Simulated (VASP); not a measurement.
**HPbNO4: single point with r2SCAN+rVV10**

Crystal: HPbNO4.

```
H Pb N O
1.0
     3.71845    0.24714    0.03081
     0.44349    4.07428    0.05167
     0.88366    0.92172    5.54842
H Pb N O
1 1 1 4
Direct
  0.55854 0.89431 0.21803
  0.65143 0.44419 0.90608
  0.76326 0.20346 0.50213
  0.16481 0.55528 0.76412
  0.62268 0.95376 0.50610
  0.50412 0.93689 0.05100
  0.85421 0.38116 0.30255
```

```yaml
Program: VASP 6.6.1
Task: single point
Functional: r2SCAN
Dispersion: rVV10
Potentials_or_basis: VASP PAW PBE potentials, release 64 (H, Pb_d, N, O)
Cutoff: 520 eV
k_mesh: 5 × 5 × 4
Occupations: fermi-dirac, width 0.05 eV
Spin: no spin polarisation
```

| Item | Value |
| --- | --- |
| Pressure | 1.4 GPa |
| Largest force | 0.805 eV/Å |
| Band gap on the k mesh | 0.94 eV, direct |

Forces on the atoms (eV/Å):
```
H    0.044 -0.001  0.156
Pb   0.005 -0.011  0.005
N    0.292  0.395  0.463
O   -0.009  0.027 -0.070
O   -0.415 -0.689  0.004
O   -0.043 -0.004 -0.069
O    0.125  0.283 -0.489
```

Stress tensor (GPa, compression positive):
```
 0.93  1.05 -0.21
 1.05  1.83 -0.67
-0.21 -0.67  1.29
```

Levels at points of the mesh, in eV from the valence-band top:
```
           k point  band 18  band 19  band 20  band 21  band 22  band 23  band 24  band 25  band 26  band 27
(0.00, 0.00, 0.00)    -2.24    -1.65    -1.27    -0.91    -0.24     1.66     3.20     6.69     8.43     9.22
(0.00, 0.00, 0.50)    -2.42    -1.76    -1.24    -1.12     0.00     0.94     3.32     7.02     8.59     9.45
```

Run time: 3.7 min on 1 thread of Intel(R) Xeon(R) 6975P-C (Granite Rapids) (shared host), peak memory 0.42 GiB.

Caveat: the standard files for N, O and F lose accuracy on very short bonds; the PAW data sets were made with another functional, which shifts forces and pressure a little; spin-orbit coupling is left out, which moves the levels of the heavy elements. A k mesh can miss the band edges.
